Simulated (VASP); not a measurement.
# ZnO (P6_3mc) in VASP: notebook

The runs below take ZnO through vibrations by perturbation theory, elastic constants, with LDA.

Program: VASP 6.6.1. These are calculated values, not measurements. Logs are shortened: lines on timing, memory, paths and dates and some standing lists are left out, and cuts for length are marked.

## 1. The cell of the first run

Symmetry: P6_3mc, No. 186, hexagonal system. The conventional cell has a = 3.145 Å, b = 3.145 Å, c = 5.086 Å, α = 90.00°, β = 90.00°, γ = 120.00°. Zn (site symmetry 3m) has 4 O at 1.92 Å within 2.5 Å. O (site symmetry 3m) has 4 Zn at 1.92 Å within 2.5 Å.

## 2. Vibrations by perturbation theory, LDA

Contents of INCAR:

```
SYSTEM = ZnO
PREC = Accurate ; ENCUT = 520
EDIFF = 1E-8 ; ISMEAR = 0
SIGMA = 0.01 ; LREAL = .False.
LASPH = .True. ; NELM = 60
ALGO = Normal ; ISIF = 2
LWAVE = .False. ; LCHARG = .False.
GGA = CA ; IBRION = 8
NSW = 1 ; LEPSILON = .True.
```

Contents of KPOINTS:

```
Automatic mesh
0
Gamma
  12 12 6
  0 0 0
```

Contents of POSCAR:

```
ZnO
1.0
    3.1445047041      0.0000000000      0.0000000000
   -1.5722523521      2.7232209560      0.0000000000
    0.0000000000      0.0000000000      5.0864622827
Zn O
2 2
Direct
    0.3333333333      0.6666666667      0.0019625624
    0.6666666667      0.3333333333      0.5019625624
    0.3333333333      0.6666666667      0.3801374376
    0.6666666667      0.3333333333      0.8801374376
```

Potentials or basis: VASP PAW LDA potentials, release 64 (Zn, O).

Launch:

```console
> cat potpaw_LDA.64/Zn/POTCAR potpaw_LDA.64/O/POTCAR > POTCAR
> mpirun -np 1 vasp_std > vasp.out
```

OUTCAR:

```text
SYSTEM = ZnO
   PREC = Accurate
   ENCUT = 520
   EDIFF = 1E-8
   ISMEAR = 0
   LREAL = .False.
   LASPH = .True.
   NELM = 60
   ISIF = 2
   GGA = CA
   IBRION = 8
   NSW = 1
   LEPSILON = .True.

 ion  position               nearest neighbor table
   1  0.333  0.667  0.002-   4 1.92   4 1.92   4 1.92   3 1.92
   2  0.667  0.333  0.502-   3 1.92   3 1.92   3 1.92   4 1.92
   3  0.333  0.667  0.380-   2 1.92   2 1.92   2 1.92   1 1.92
   4  0.667  0.333  0.880-   1 1.92   1 1.92   1 1.92   2 1.92

  LATTYP: Found a hexagonal cell.
 ALAT       =     3.1445047041
 C/A-ratio  =     1.6175718472

  Lattice vectors:

 A1 = (   3.1445047041,   0.0000000000,   0.0000000000)
 A2 = (  -1.5722523521,   2.7232209560,   0.0000000000)
 A3 = (   0.0000000000,   0.0000000000,   5.0864622827)

Analysis of symmetry for initial positions (statically):
=====================================================================
 Subroutine PRICEL returns:
 Original cell was already a primitive cell.

 Routine SETGRP: Setting up the symmetry group for a
 hexagonal supercell.

 Subroutine GETGRP returns: Found 12 space group operations
 (whereof  6 operations were pure point group operations)
 out of a pool of 24 trial point group operations.

The static configuration has the point symmetry C_3v.
 The point group associated with its full space group is C_6v.

Analysis of symmetry for dynamics (positions and initial velocities):
=====================================================================
 Subroutine PRICEL returns:
 Original cell was already a primitive cell.

 Routine SETGRP: Setting up the symmetry group for a
 hexagonal supercell.

 Subroutine GETGRP returns: Found 12 space group operations
[... 875 lines left out ...]
 ---------------------------------------------------------------------------------
 ion    1
    1     2.05356    -0.00000    -0.00000
    2    -0.00000     2.05356     0.00000
    3     0.00000     0.00000     2.11171
 ion    2
    1     2.05356    -0.00000     0.00000
    2    -0.00000     2.05356    -0.00000
    3     0.00000    -0.00000     2.11171
 ion    3
    1    -2.05356     0.00000     0.00000
    2     0.00000    -2.05356     0.00000
    3     0.00000     0.00000    -2.11171
 ion    4
    1    -2.05356     0.00000    -0.00000
    2     0.00000    -2.05356     0.00000
    3     0.00000     0.00000    -2.11171

 INTERNAL STRAIN TENSOR FOR ION    4 for displacements in x,y,z  (eV/Angst):
          X           Y           Z          XY          YZ          ZX
  --------------------------------------------------------------------------------
  x    -0.00000     0.00000     0.00000    11.22161    -0.00000     6.52711
  y    11.22161   -11.22161     0.00000     0.00000     6.73159    -0.00000
  z     6.69087     6.69087   -13.09108    -0.00000     0.00000     0.00000

 SECOND DERIVATIVES (NOT SYMMETRIZED)
 ------------------------------------
               1X          1Y          1Z          2X          2Y          2Z          3X          3Y          3Z          4X          4Y          4Z
  1X    -9.998105    0.000000    0.000000    0.377659   -0.000000    0.000000   -0.269424    0.000000   -0.000000    9.889871   -0.000000    0.000000
  1Y     0.000000   -9.998105    0.000000   -0.000000    0.377659    0.000000    0.000000   -0.269424    0.000000   -0.000000    9.889871   -0.000000
  1Z     0.000000    0.000000  -14.428589   -0.000000    0.000000    5.446853   -0.000000   -0.000000    7.292472    0.000000    0.000000    1.689264
  2X     0.377659   -0.000000    0.000000   -9.998105    0.000000   -0.000000    9.889871   -0.000000    0.000000   -0.269424    0.000000    0.000000
  2Y    -0.000000    0.377659    0.000000    0.000000   -9.998105    0.000000   -0.000000    9.889871    0.000000    0.000000   -0.269424   -0.000000
  2Z     0.000000   -0.000000    5.446853   -0.000000    0.000000  -14.428589    0.000000    0.000000    1.689264    0.000000   -0.000000    7.292472
  3X    -0.245696    0.000000    0.000000    9.917832   -0.000000   -0.000000  -10.744313    0.000000   -0.000000    1.072177   -0.000000    0.000000
  3Y     0.000000   -0.245696    0.000000   -0.000000    9.917832    0.000000    0.000000  -10.744313    0.000000   -0.000000    1.072177    0.000000
  3Z     0.000000    0.000000    7.318857    0.000000    0.000000    1.646571    0.000000    0.000000  -14.606637    0.000000    0.000000    5.641209
  4X     9.917832   -0.000000    0.000000   -0.245696    0.000000   -0.000000    1.072177   -0.000000    0.000000  -10.744313    0.000000    0.000000
  4Y    -0.000000    9.917832    0.000000    0.000000   -0.245696    0.000000   -0.000000    1.072177   -0.000000    0.000000  -10.744313   -0.000000
  4Z    -0.000000   -0.000000    1.646571   -0.000000   -0.000000    7.318857   -0.000000    0.000000    5.641209    0.000000   -0.000000  -14.606637

 Eigenvectors and eigenvalues of the dynamical matrix
 ----------------------------------------------------

   1 f  =   17.798018 THz   111.828246 2PiTHz  593.677980 cm-1    73.606655 meV
             X         Y         Z           dx          dy          dz
     -0.000000  1.815481  0.009982     0.000000   -0.000000    0.122347
      1.572252  0.907740  2.553214    -0.000000    0.000000   -0.122347
     -0.000000  1.815481  1.933555     0.000000   -0.000000   -0.696442
      1.572252  0.907740  4.476786    -0.000000    0.000000    0.696442
[... 71 lines left out ...]
  12 f/i=    0.014408 THz     0.090528 2PiTHz    0.480597 cm-1     0.059586 meV
             X         Y         Z           dx          dy          dz
     -0.000000  1.815481  0.009982     0.563623   -0.290618    0.000000
      1.572252  0.907740  2.553214     0.563623   -0.290618    0.000000
     -0.000000  1.815481  1.933555     0.278055   -0.143372    0.000000
      1.572252  0.907740  4.476786     0.278055   -0.143372    0.000000

--------------------------------------------------------------------------------------------------------

 MACROSCOPIC STATIC DIELECTRIC TENSOR IONIC CONTRIBUTION
 ------------------------------------------------------
           3.632452    -0.000000    -0.000000
          -0.000000     3.632452    -0.000000
          -0.000000    -0.000000     4.129036
 ------------------------------------------------------

 ELASTIC MODULI CONTR FROM IONIC RELAXATION (kBar)
 Direction    XX          YY          ZZ          XY          YZ          ZX
 --------------------------------------------------------------------------------
 XX       -1159.0122    421.7386    721.1880      0.0000      0.0000      0.0000
 YY         421.7386  -1159.0122    721.1880      0.0000     -0.0000      0.0000
 ZZ         721.1880    721.1880  -1410.9068     -0.0000     -0.0000     -0.0000
 XY           0.0000      0.0000     -0.0000   -790.3754     -0.0000     -0.0000
 YZ           0.0000      0.0000     -0.0000     -0.0000   -329.3032      0.0000
 ZX           0.0000      0.0000     -0.0000      0.0000      0.0000   -329.4992
 --------------------------------------------------------------------------------

 PIEZOELECTRIC TENSOR IONIC CONTR  for field in x, y, z        (C/m^2)
          XX          YY          ZZ          XY          YZ          ZX
  --------------------------------------------------------------------------------
  x     0.00000     0.00000    -0.00000    -0.00000     0.00000    -1.02944
  y     0.00000    -0.00000    -0.00000    -0.00000    -1.02913     0.00000
  z    -1.16090    -1.16090     2.27115     0.00000     0.00000     0.00000
```

OSZICAR:

```text
N       E                     dE             d eps       ncg     rms          rms(c)
DAV:   1     0.283620017635E+03    0.28362E+03   -0.19020E+04  3368   0.245E+03
[... 209 lines left out ...]
RMM:   9    -0.371967126715E+00    0.55313E-05   -0.34732E-08  6798   0.893E-04    0.116E-04
RMM:  10    -0.371966812036E+00    0.31468E-06   -0.12152E-07  7233   0.226E-04    0.611E-05
RMM:  11    -0.371966726511E+00    0.85524E-07   -0.32954E-08  6942   0.890E-05    0.225E-05
RMM:  12    -0.371966575520E+00    0.15099E-06   -0.11433E-09  7552   0.603E-05    0.711E-06
RMM:  13    -0.371966612882E+00   -0.37362E-07    0.24781E-09  7049   0.203E-05    0.336E-06
RMM:  14    -0.371966647570E+00   -0.34689E-07   -0.20318E-09  7073   0.755E-06    0.613E-07
RMM:  15    -0.371966649620E+00   -0.20503E-08    0.51975E-12  4894   0.205E-06    0.384E-07
 Linear response finished
```

stdout:

```text
POSCAR found type information on POSCAR ZnO
 POSCAR found :  2 types and       4 ions
 scaLAPACK will be used
 LDA part: xc-table for (Slater(with rela. corr.)+CA(PZ))
 , standard interpolation
 POSCAR, INCAR and KPOINTS ok, starting setup
[... 103 lines left out ...]
 onal to |phi(0)> (1.262811227013549E-004,3.336220188998595E-014)
 LRF_COMMUTATOR internal error: the vector H(1)-e(1) S(1) |phi(0)> is not orthog
 onal to |phi(0)> (1.150803863209995E-004,-6.681807884767466E-014)
 LRF_COMMUTATOR internal error: the vector H(1)-e(1) S(1) |phi(0)> is not orthog
 onal to |phi(0)> (1.150803863651795E-004,2.536859611268483E-014)
 LRF_COMMUTATOR internal error: the vector H(1)-e(1) S(1) |phi(0)> is not orthog
 onal to |phi(0)> (1.250984867830112E-004,1.573047248015769E-014)
 LRF_COMMUTATOR internal error: the vector H(1)-e(1) S(1) |phi(0)> is not orthog
 onal to |phi(0)> (1.221197379137990E-004,7.669039014945866E-014)
```

It took 19 min on 1 thread of AMD EPYC 9R45 (Zen 5), shared host; peak memory 0.87 GiB.

What came out:

| Item | Value |
| --- | --- |
| Electronic dielectric tensor (diagonal) | 5.06, 5.06, 5.08 |
| Born charges (mean of the diagonal) | Zn +2.07; O -2.07 e |
| Highest phonon frequency at Γ, LO-TO splitting left out | 594 cm⁻¹ |

Phonon frequencies in cm⁻¹ (negative: imaginary):
```csv
q point,frequencies
"(0.000, 0.000, 0.000)",0 0 0 76 76 273 436 452 452 488 488 594
```

Electronic dielectric tensor:
```
5.06 0.00 0.00
0.00 5.06 0.00
0.00 0.00 5.08
```

Born effective charge tensors (e):
atom 1, Zn
```
2.05 0.00 0.00
0.00 2.05 0.00
0.00 0.00 2.11
```
atom 2, Zn
```
2.05 0.00 0.00
0.00 2.05 0.00
0.00 0.00 2.11
```
atom 3, O
```
-2.05  0.00  0.00
 0.00 -2.05  0.00
 0.00  0.00 -2.11
```
atom 4, O
```
-2.05  0.00  0.00
 0.00 -2.05  0.00
 0.00  0.00 -2.11
```

Caveat: the cell stands under pressure or tension, which shifts response properties.

## 3. Elastic constants, LDA

This run uses another cell than the first one, of 10.34 Å³/atom.

Contents of INCAR:

```
ALGO = Normal
EDIFF = 1E-8
ENCUT = 600
IBRION = 6
ISIF = 3
ISMEAR = 0
LASPH = True
LCHARG = False
LREAL = False
LWAVE = False
NBANDS = 26
NELM = 60
NFREE = 2
NSW = 1
POTIM = 0.015
PREC = Accurate
SIGMA = 0.01
```

Contents of KPOINTS:

```
k-points
0
Gamma
  12 12 6
```

Contents of POSCAR:

```
ZnO
1.0
    3.0898083277      0.0000000000      0.0000000000
   -1.5449041639      2.6758525046      0.0000000000
    0.0000000000      0.0000000000      5.0041205247
Zn O
2 2
Direct
    0.3333333333      0.6666666667      0.0022030308
    0.6666666667      0.3333333333      0.5022030308
    0.3333333333      0.6666666667      0.3798969692
    0.6666666667      0.3333333333      0.8798969692
```

Potentials or basis: VASP PAW LDA potentials, release 64 (Zn, O).

Launch:

```console
> cat potpaw_LDA.64/Zn/POTCAR potpaw_LDA.64/O/POTCAR > POTCAR
> mpirun -np 1 vasp_std > vasp.out
```

Wall time 61 min (1 thread of Intel Xeon Platinum 8259CL at 2.50GHz (Skylake/Cascade Lake), shared host); peak memory 0.83 GiB.

The run converged. Its results:

```
Voigt bulk modulus                                      : 225 GPa
Highest phonon frequency at Γ, LO-TO splitting left out : 639 cm⁻¹
```

Phonon frequencies in cm⁻¹ (negative: imaginary):
| q point | frequencies |
| --- | --- |
| (0.000, 0.000, 0.000) | 0 0 0 63 63 285 482 497 497 536 536 639 |

Elastic tensor in Voigt notation (GPa, in the Cartesian axes of the cell as first typed):
```
255 213 203   0   0   0
213 255 203   0   0   0
203 203 277   0   0   0
  0   0   0  21   0   0
  0   0   0   0  21   0
  0   0   0   0   0  21
```

Clamped-ion elastic tensor (GPa):
```
416 156 101   0   0   0
156 416 101   0   0   0
101 101 475   0   0   0
  0   0   0  68   0   0
  0   0   0   0  68   0
  0   0   0   0   0 130
```

Caveat: the cell is under stress, which shifts elastic constants.
